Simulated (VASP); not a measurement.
A run of VASP 6.6.1:

File INCAR:

```
SYSTEM = LiAl15HN16
  ALGO = Normal
  EDIFF = 1E-6
  ENCUT = 520
  GGA = PE
  ISIF = 2
  ISMEAR = 0
  ISPIN = 2
  LASPH = .True.
  LCHARG = .False.
  LORBIT = 11
  LREAL = Auto
  LWAVE = .False.
  MAGMOM = 0 0 0 0 0 0 0 0 0 0 0 0 0 0 0 0.03 0.02 0.07 0.08 0.45 0.25 0.03 0.06 0 0.37 0.04 0.08 0.01 0.02 0.02 0.01 0.01 0
  NBANDS = 90
  NELECT = 128.0
  NELM = 150
  NUPDOWN = 2.0
  PREC = Accurate
  SIGMA = 0.01
```

The input KPOINTS:

```
Automatic mesh
0
Gamma
  1 1 1
  0.25 0.25 0.25
```

POSCAR

```
LiAl15HN16
1.0
    6.2595139102      0.0000000601      0.0000000000
   -3.1297570100      5.4208980298      0.0000000000
    0.0000000000      0.0000000000     10.0348065900
Al Li N H
15 1 16 1
Direct
    0.3322626629      0.1725815555      0.2401689027
    0.3369558031      0.1665044971      0.7521606520
    0.1658855951      0.3390886675      0.9990598066
    0.3372083679      0.6730653585      0.2500611050
    0.1553083093      0.8189942064      0.5072497424
    0.3377124856      0.6741570708      0.7516566200
    0.1653148523      0.8351655343      1.0002408750
    0.8306628079      0.1655520815      0.2475657018
    0.6805524453      0.3469065968      0.5072005831
    0.8290377649      0.1651370217      0.7509748081
    0.6688263582      0.3391222786      0.9995923147
    0.8353124857      0.6690578735      0.2492343470
    0.6653595598      0.8264601967      0.5038888509
    0.8342642353      0.6702777069      0.7545729502
    0.6677981712      0.8356693972      1.0009387906
    0.1685403967      0.3287372263      0.4833669955
    0.3520516287      0.1514688760      0.4319864779
    0.1665266305      0.3380533464      0.1921336835
    0.3320049560      0.1719404693      0.9429764110
    0.1696752711      0.3353005076      0.7076631639
    0.3447163364      0.6890446669      0.4385514182
    0.1692379228      0.8361309070      0.1889177889
    0.3338851337      0.6730628531      0.9417413389
    0.1675653036      0.8342214614      0.6934110269
    0.8024948062      0.1483217121      0.4364916453
    0.6691687271      0.3352600991      0.1886379256
    0.8321772767      0.1709195116      0.9412568660
    0.6699013180      0.3365705791      0.6931958423
    0.8338527731      0.6681487103      0.4400543314
    0.6700308334      0.8332082044      0.1890665815
    0.8329612765      0.6714911486      0.9416674282
    0.6695673001      0.8335938642      0.6927206166
    0.4392603038      0.0532810135      0.4019365407
```

Potentials or basis: VASP PAW PBE potentials, release 64 (Al, Li_sv, N, H).

Run with:

```bash
$ cat potpaw_PBE.64/Al/POTCAR potpaw_PBE.64/Li_sv/POTCAR potpaw_PBE.64/N/POTCAR potpaw_PBE.64/H/POTCAR > POTCAR
$ mpirun -np 1 vasp_std > vasp.out
```

Hardware: 1 thread of Intel Xeon 8259CL, with other jobs on the host.

Problem. How long does it take, and how much memory?

Solution. It took 23 min on 1 thread of Intel Xeon 8259CL, with other jobs on the host, peak memory 0.72 GiB. Counts: scf iterations 18, k points 6.
